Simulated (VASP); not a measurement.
**Cu: single point with PBEsol**

Crystal: Cu.

```
Cu
1.0
    -1.44279    1.44279    1.37608
     1.44279   -1.44279    1.37608
     1.44279    1.44279   -1.37608
Cu
1
Cartesian
  0.0000 0.0000 0.0000
```

| Quantity | Value |
| --- | --- |
| Program | VASP 6.6.1 |
| Task | single point |
| Functional | PBEsol |
| Potentials or basis | VASP PAW PBE potentials, release 64 (Cu) |
| Cutoff | 520 eV |
| k mesh | 16 × 16 × 16, shifted |
| Occupations | gaussian, width 0.1 eV |
| Spin | no spin polarisation |
| Dipole correction | no |
| Further INCAR settings | ALGO = Normal; EDIFF = 1e-07; NBANDS = 12 |

- Pressure: -0.7 GPa
- Band gap on the k mesh: zero (an odd number of electrons rules out a gap without spin polarisation)

Stress tensor (GPa, compression positive):
```
-0.68  0.00  0.00
 0.00 -0.68  0.00
 0.00  0.00 -0.59
```

Levels at points of the mesh, in eV from the Fermi level:
| k point | band 2 | band 3 | band 4 | band 5 | band 6 | band 7 | band 8 | band 9 | band 10 | band 11 |
| --- | --- | --- | --- | --- | --- | --- | --- | --- | --- | --- |
| (0.03, 0.03, 0.03) | -3.30 | -3.14 | -3.04 | -2.24 | -2.04 | 22.98 | 24.00 | 25.41 | 26.13 | 28.08 |

Wall time 57 s on 1 thread of Intel Xeon 8259CL, with other jobs on the host, peak memory 0.16 GiB.

Caveat: the PAW data sets were made with another functional, which shifts forces and pressure a little.
